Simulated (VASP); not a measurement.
Crystal: TaN.

```
Ta N
1.0
     0.00000    2.19791    2.19791
     2.19791    0.00000    2.19791
     2.19791    2.19791    0.00000
Ta N
1 1
Direct
  0.50000 0.50000 0.50000
  0.00000 0.00000 0.00000
```

Base run:

| Item | Value |
| --- | --- |
| Program | VASP 6.6.1 |
| Functional | r2SCAN |
| Potentials or basis | VASP PAW PBE potentials, release 64 (Ta_pv, N) |
| Cutoff | 520 eV |
| k mesh | 10 × 10 × 10 |
| Occupations | fermi-dirac, width 0.05 eV |
| Spin | no spin polarisation |

Its results: band gap on the k mesh zero (band 8 reaches 11.55 eV, above the bottom of band 9 at 7.45 eV); pressure 1.9 GPa.

The run is repeated on the same cell with these changes: potentials or basis from VASP PAW PBE potentials, release 64 (Ta_pv, N) to VASP PAW PBE potentials, release 64 (Ta_sv_GW, N); cutoff from 520 eV to 660 eV; further incar settings from ALGO = Normal; EDIFF = 1e-06; NBANDS = 15 to ALGO = Normal; EDIFF = 1e-06; NBANDS = 16; valence electrons from 16 to 18. What comes out?

Band gap on the k mesh zero (band 9 reaches 15.82 eV, above the bottom of band 10 at 11.73 eV); pressure 0.0 GPa.

Caveats: the PAW data sets were made with another functional, which shifts forces and pressure a little; spin-orbit coupling is left out, which moves the levels of the heavy elements.
